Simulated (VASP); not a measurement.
# SiC (P6_3mc) in VASP: notebook

The runs below take SiC through single point, with r2SCAN.

All numbers are computed with VASP 6.6.1; they aren't measurements. Logs are shortened: lines on timing, memory, paths and dates and some standing lists are left out, and cuts for length are marked.

### 1 The cell of the first run

The structure is hexagonal, space group P6_3mc (No. 186). Conventional cell: a = 3.201 Å, b = 3.201 Å, c = 10.883 Å, α = 90.00°, β = 90.00°, γ = 120.00°. Within 2.6 Å of Si (site symmetry 3m) lie 4 C at 1.97 to 2.05 Å. Si (site symmetry 3m) has 4 C at 1.97 to 2.04 Å within 2.6 Å. C (site symmetry 3m) has 4 Si at 1.97 to 2.05 Å within 2.6 Å. C (site symmetry 3m) has 4 Si at 1.97 to 2.04 Å within 2.6 Å.

### 2 Single point, r2SCAN (strain +0.040 along x and y, +0.080 along z)

The input, POSCAR:

```
SiC
1.0
    3.2006617083      0.0000000000      0.0000000000
   -1.6003308541      2.7718543483      0.0000000000
    0.0000000000      0.0000000000     10.8829106734
Si C
4 4
Direct
    0.6666666667      0.3333333333      0.9378376197
    0.3333333333      0.6666666667      0.4378376197
    0.0000000000      0.0000000000      0.6878931817
    0.0000000000      0.0000000000      0.1878931817
    0.6666666667      0.3333333333      0.7498040034
    0.3333333333      0.6666666667      0.2498040034
    0.0000000000      0.0000000000      0.5004641952
    0.0000000000      0.0000000000      0.0004641952
```

The input, INCAR.step1:

```
PREC = Accurate
ENCUT = 520
ISMEAR = 0
SIGMA = 0.05
LREAL = False
LASPH = True
NELM = 100
NBANDS = 26
GGA = PE
ALGO = Normal
EDIFF = 1E-4
LWAVE = True
LCHARG = False
```

The input, INCAR.step2:

```
PREC = Accurate
ENCUT = 520
EDIFF = 1E-7
ISMEAR = 0
SIGMA = 0.05
LREAL = False
LASPH = True
NELM = 100
ALGO = Normal
ISIF = 2
LWAVE = False
LCHARG = True
METAGGA = R2SCAN
LMIXTAU = True
LELF = True
LVHAR = True
NBANDS = 26
ISTART = 1
```

The input, KPOINTS:

```
regular mesh
0
Gamma
  12 12 4
```

Potentials or basis: VASP PAW PBE potentials, release 64 (Si, C).

Run with:

```bash
> cat potpaw_PBE.64/Si/POTCAR potpaw_PBE.64/C/POTCAR > POTCAR
> cp INCAR.step1 INCAR
> mpirun -np 1 vasp_std > vasp.out
> cp INCAR.step2 INCAR
> mpirun -np 1 vasp_std > vasp.out
```

OUTCAR:

```text
PREC = Accurate
   ENCUT = 520
   EDIFF = 1E-7
   ISMEAR = 0
   LREAL = False
   LASPH = True
   NELM = 100
   ISIF = 2
   METAGGA = R2SCAN
   ISTART = 1

 ion  position               nearest neighbor table
   1  0.667  0.333  0.938-   8 1.97   8 1.97   8 1.97   5 2.05
   2  0.333  0.667  0.438-   7 1.97   7 1.97   7 1.97   6 2.05
   3  0.000  0.000  0.688-   5 1.97   5 1.97   5 1.97   7 2.04
   4  0.000  0.000  0.188-   6 1.97   6 1.97   6 1.97   8 2.04
   5  0.667  0.333  0.750-   3 1.97   3 1.97   3 1.97   1 2.05
   6  0.333  0.667  0.250-   4 1.97   4 1.97   4 1.97   2 2.05
   7  0.000  0.000  0.500-   2 1.97   2 1.97   2 1.97   3 2.04
   8  0.000  0.000  0.000-   1 1.97   1 1.97   1 1.97   4 2.04

  LATTYP: Found a hexagonal cell.
 ALAT       =     3.2006617083
 C/A-ratio  =     3.4002064777

  Lattice vectors:

 A1 = (   3.2006617083,   0.0000000000,   0.0000000000)
 A2 = (  -1.6003308541,   2.7718543483,   0.0000000000)
 A3 = (   0.0000000000,   0.0000000000,  10.8829106734)

Analysis of symmetry for initial positions (statically):
=====================================================================
 Subroutine PRICEL returns:
 Original cell was already a primitive cell.

 Routine SETGRP: Setting up the symmetry group for a
 hexagonal supercell.

 Subroutine GETGRP returns: Found 12 space group operations
 (whereof  6 operations were pure point group operations)
 out of a pool of 24 trial point group operations.

The static configuration has the point symmetry C_3v.
 The point group associated with its full space group is C_6v.

Analysis of symmetry for dynamics (positions and initial velocities):
=====================================================================
 Subroutine PRICEL returns:
 Original cell was already a primitive cell.

 Routine SETGRP: Setting up the symmetry group for a
 hexagonal supercell.

 Subroutine GETGRP returns: Found 12 space group operations
 (whereof  6 operations were pure point group operations)
 out of a pool of 24 trial point group operations.

The dynamic configuration has the point symmetry C_3v.
 The point group associated with its full space group is C_6v.

 Subroutine INISYM returns: Found 12 space group operations
 (whereof  6 operations are pure point group operations),
 and found     1 'primitive' translations

----------------------------------------------------------------------------------------

                                     Primitive cell

  volume of cell :      96.5507

  direct lattice vectors                    reciprocal lattice vectors
     3.200661708  0.000000000  0.000000000     0.312435393  0.180384658  0.000000000
    -1.600330854  2.771854348  0.000000000     0.000000000  0.360769317  0.000000000
     0.000000000  0.000000000 10.882910673     0.000000000  0.000000000  0.091887183

  length of vectors
     3.200661708  3.200661708 10.882910673     0.360769317  0.360769317  0.091887183

  position of ions in fractional coordinates (direct lattice)
     0.666666667  0.333333333  0.937837620
     0.333333333  0.666666667  0.437837620
     0.000000000  0.000000000  0.687893182
     0.000000000  0.000000000  0.187893182
     0.666666667  0.333333333  0.749804003
     0.333333333  0.666666667  0.249804003
     0.000000000  0.000000000  0.500464195
     0.000000000  0.000000000  0.000464195

  ion indices of the primitive-cell ions
   primitive index   ion index
                 1           1
                 2           2
                 3           3
                 4           4
                 5           5
                 6           6
                 7           7
                 8           8

----------------------------------------------------------------------------------------

 KPOINTS: regular mesh

Automatic generation of k-mesh.
 Grid dimensions read from file:
 generate k-points for:   12   12    4

 Generating k-lattice:

  Cartesian coordinates                     Fractional coordinates (reciprocal lattice)
     0.026036283  0.015032055  0.000000000     0.083333333 -0.000000000  0.000000000
     0.000000000  0.030064110  0.000000000     0.000000000  0.083333333  0.000000000
     0.000000000  0.000000000  0.022971796     0.000000000  0.000000000  0.250000000

  Length of vectors
     0.030064110  0.030064110  0.022971796

  Shift w.r.t. Gamma in fractional coordinates (k-lattice)
     0.000000000  0.000000000  0.000000000

 Subroutine IBZKPT returns following result:
 ===========================================

 Found     57 irreducible k-points:

 Following reciprocal coordinates:
            Coordinates               Weight
  0.000000  0.000000  0.000000      1.000000
  0.083333  0.000000  0.000000      6.000000
  0.166667  0.000000  0.000000      6.000000
  0.250000 -0.000000  0.000000      6.000000
  0.333333  0.000000  0.000000      6.000000
  0.416667 -0.000000  0.000000      6.000000
[... 16 lines left out ...]
  0.250000 -0.000000  0.250000     12.000000
  0.333333  0.000000  0.250000     12.000000
 [... further k-points ...]
   k-points           NKPTS =     57   k-points in BZ     NKDIM =     57   number of bands    NBANDS=     26
   number of dos      NEDOS =    301   number of ions     NIONS =      8
   total plane-waves  NPLWV =  48384
   dimension x,y,z NGX =    24 NGY =   24 NGZ =   84
   dimension x,y,z NGXF=    48 NGYF=   48 NGZF=  168
   ions per type =               4   4
   NGX,Y,Z   is equivalent  to a cutoff of  12.47, 12.47, 12.83 a.u.
   NGXF,Y,Z  is equivalent  to a cutoff of  24.93, 24.93, 25.66 a.u.
 SYSTEM =  unknown system
   PREC   = accura    normal or accurate (medium, high low for compatibility)
   ISTART =      1    job   : 0-new  1-cont  2-samecut
   ICHARG =      0    charge: 1-file 2-atom 10-const
   ISPIN  =      1    spin polarized calculation?
   LNONCOLLINEAR =      F non collinear calculations
   LSORBIT =      F    spin-orbit coupling
   LASPH  =      T    aspherical Exc in radial PAW
   ENCUT  =  520.0 eV  38.22 Ry    6.18 a.u.   5.95  5.95 20.24*2*pi/ulx,y,z
   NELM   =    100;   NELMIN=  2; NELMDL=  0     # of ELM steps
   EDIFF  = 0.1E-06   stopping-criterion for ELM
   LREAL  =      F    real-space projection
   EDIFFG = 0.1E-05   stopping-criterion for IOM
   NSW    =      0    number of steps for IOM
   IBRION =     -1    ionic relax: 0-MD 1-quasi-New 2-CG
   NFREE  =      0    steps in history (QN), initial steepest desc. (CG)
   ISIF   =      2    stress and relaxation
   ISYM   =      2    0-nonsym 1-usesym 2-fastsym
   POTIM  = 0.5000    time-step for ionic-motion
   TEBEG  =    0.0;   TEEND  =   0.0 temperature during run
   PSTRESS=    0.0 pullay stress
   NELECT =      32.0000    total number of electrons
   NUPDOWN=      -1.0000    fix difference up-down
   EMIN   =  10.00;   EMAX   =-10.00  energy-range for DOS
   EFERMI =   0.00;   METHOD = LEGACY
   ISMEAR =     0;   SIGMA  =   0.05  broadening in eV -4-tet -1-fermi 0-gaus
   EFERMI_NEDOS =   21; number of points for ismear=-14 and -15
   IALGO  =     38    algorithm
   IMIX   =      4    mixing-type and parameters
     AMIX     =   0.40;   BMIX     =  1.00
     AMIX_MAG =   1.60;   BMIX_MAG =  1.00
  volume/ion in A,a.u.               =      12.07        81.44
  Fermi-wavevector in a.u.,A,eV,Ry     =   1.132939  2.140944 17.463759  1.283550
  Thomas-Fermi vector in A             =   2.269641
   LORBIT       =      0    0 simple, 1 ext, 2 COOP (PROOUT), +10 PAW based schemes
   METAGGA = R2SCAN    functional components
   LHFCALC =     F    Hartree Fock is set to
   AEXX    =    0.0000 exact exchange contribution
   IVDW    =     0    specifies the selected vdW correction
   LEPSILON=     F    determine dielectric tensor
   LRPA    =     F    only Hartree local field effects (RPA)
 non-spin polarized calculation
 Gauss-broadening in eV      SIGMA  =   0.05
  energy-cutoff  :      520.00
  volume of cell :       96.55
 maximum number of plane-waves:      2646
 NGX is ok and might be reduce to    24
   NGX = 11   NGY = 11   NGZ = 41

 number of electron      32.0000001 magnetization

 Free energy of the ion-electron system (eV)
  ---------------------------------------------------
  ext. energy  EPLUGINS =         0.00000000
  ---------------------------------------------------
  free energy    TOTEN  =       -75.91678145 eV

  energy without entropy =      -75.91678145  energy(sigma->0) =      -75.91678145

 E-fermi :   6.6740     XC(G=0): -11.2542

 val. band max:        6.4546609582   @ k =   0.0000   0.0000   0.0000
 cond. band min:       8.7960695559   @ k =   0.5000  -0.0000   0.0000
 fundamental gap:      2.3414085977
 Fermi energy:         6.6740068563

 k-point     1 :       0.0000    0.0000    0.0000
  band No.  band energies     occupation
      1      -8.6684      2.00000
      2      -7.6630      2.00000
      3      -7.6491      2.00000
      4      -5.8554      2.00000
      5      -1.6975      2.00000
      6       1.8909      2.00000
[... 18 lines left out ...]
     25      13.4403      0.00000
     26      14.3464      0.00000

 k-point     2 :       0.0833    0.0000    0.0000
  band No.  band energies     occupation
      1      -8.5546      2.00000
      2      -7.5532      2.00000
      3      -7.5387      2.00000
      4      -5.7568      2.00000
      5      -1.5986      2.00000
      6       1.9305      2.00000
[... 18 lines left out ...]
     25      13.8063      0.00000
     26      13.8219      0.00000

 k-point     3 :       0.1667    0.0000    0.0000
  band No.  band energies     occupation
      1      -8.2167      2.00000
      2      -7.2285      2.00000
      3      -7.2125      2.00000
      4      -5.4699      2.00000
      5      -1.3166      2.00000
      6       1.9462      2.00000
[... 572 lines left out ...]
 k-point    23 :       0.2500   -0.0000    0.2500
  band No.  band energies     occupation
      1      -7.6045      2.00000
      2      -7.1104      2.00000
      3      -6.2023      2.00000
      4      -5.2225      2.00000
      5      -0.6613      2.00000
      6       0.7453      2.00000
[... 18 lines left out ...]
     25      14.7647      0.00000
     26      15.1716      0.00000

 k-point    24 :       0.3333    0.0000    0.2500
  band No.  band energies     occupation
      1      -6.8784      2.00000
      2      -6.4102      2.00000
      3      -5.5661      2.00000
      4      -4.7005      2.00000
      5      -0.6699      2.00000
      6      -0.1221      2.00000
[... 18 lines left out ...]
     25      14.4639      0.00000
     26      15.2962      0.00000

 [... further k-points ...]
[... 5 lines left out ...]
  --------------------------------------------------------------------------------------
  -------------------------------------------------------------------------------------
  Total      -12.7671559    -12.7671559    -20.9563799     -0.0000000      0.0000000      0.0000000
  in kB     -211.8602599   -211.8602599   -347.7535721     -0.0000000      0.0000000      0.0000000
  external PRESSURE =    -257.1580306 kB  Pullay stress =       0.0000000 kB

 VOLUME and BASIS-vectors are now :
 -----------------------------------------------------------------------------
  energy-cutoff  :      520.00
  volume of cell :       96.55
      direct lattice vectors                 reciprocal lattice vectors
     3.200661708  0.000000000  0.000000000     0.312435393  0.180384658  0.000000000
    -1.600330854  2.771854348  0.000000000     0.000000000  0.360769317  0.000000000
     0.000000000  0.000000000 10.882910673     0.000000000  0.000000000  0.091887183

 POSITION                                       TOTAL-FORCE (eV/Angst)
 -----------------------------------------------------------------------------------
      1.60033      0.92395     10.20640        -0.000000      0.000000      0.081230
     -0.00000      1.84790      4.76495         0.000000     -0.000000      0.081230
      0.00000      0.00000      7.48628        -0.000000     -0.000000     -0.003621
      0.00000      0.00000      2.04482         0.000000      0.000000     -0.003621
      1.60033      0.92395      8.16005         0.000000     -0.000000     -0.033852
     -0.00000      1.84790      2.71859        -0.000000     -0.000000     -0.033852
      0.00000      0.00000      5.44651         0.000000     -0.000000     -0.043757
      0.00000      0.00000      0.00505         0.000000     -0.000000     -0.043757
 -----------------------------------------------------------------------------------
    total drift:                               -0.000000     -0.000000      0.000709

  FREE ENERGIE OF THE ION-ELECTRON SYSTEM (eV)
  ---------------------------------------------------
  free  energy   TOTEN  =       -75.9167814492 eV

  energy  without entropy=      -75.9167814492  energy(sigma->0) =      -75.91678145
```

It took 6.8 min on 1 thread of Intel Xeon 6975P-C, shared host; peak memory 0.28 GiB.

What came out:

* Free energy: -75.9168 eV
* Pressure: -25.7 GPa
* Largest force: 0.081 eV/Å
* Band gap on the k mesh: 2.34 eV, indirect (least direct gap 3.57 eV)

Forces in eV/Å, atoms in the order of the input:
```
Si   0.000  0.000  0.081
Si   0.000  0.000  0.081
Si   0.000  0.000 -0.004
Si   0.000  0.000 -0.004
C    0.000  0.000 -0.034
C    0.000  0.000 -0.034
C    0.000  0.000 -0.044
C    0.000  0.000 -0.044
```

Levels at points of the mesh, in eV from the valence-band top:
```csv
k point,band 13,band 14,band 15,band 16,band 17,band 18,band 19,band 20
"(0.00, 0.00, 0.00)",-0.51,-0.20,0.00,0.00,4.51,4.81,5.28,5.79
"(0.50, 0.00, 0.00)",-2.23,-2.23,-1.64,-1.23,2.34,2.63,4.14,4.28
"(0.00, 0.00, 0.50)",-0.18,-0.18,-0.18,-0.18,4.95,4.95,5.85,5.85
"(0.50, 0.00, 0.50)",-2.42,-2.42,-1.57,-1.57,2.93,2.93,4.12,4.12
```

Caveat: the cell differs from its parent crystal (strain +0.040 along x and y, +0.080 along z); the PAW data sets were made with another functional, which shifts forces and pressure a little. A k mesh can miss the band edges.

[end of part 1 of 2]
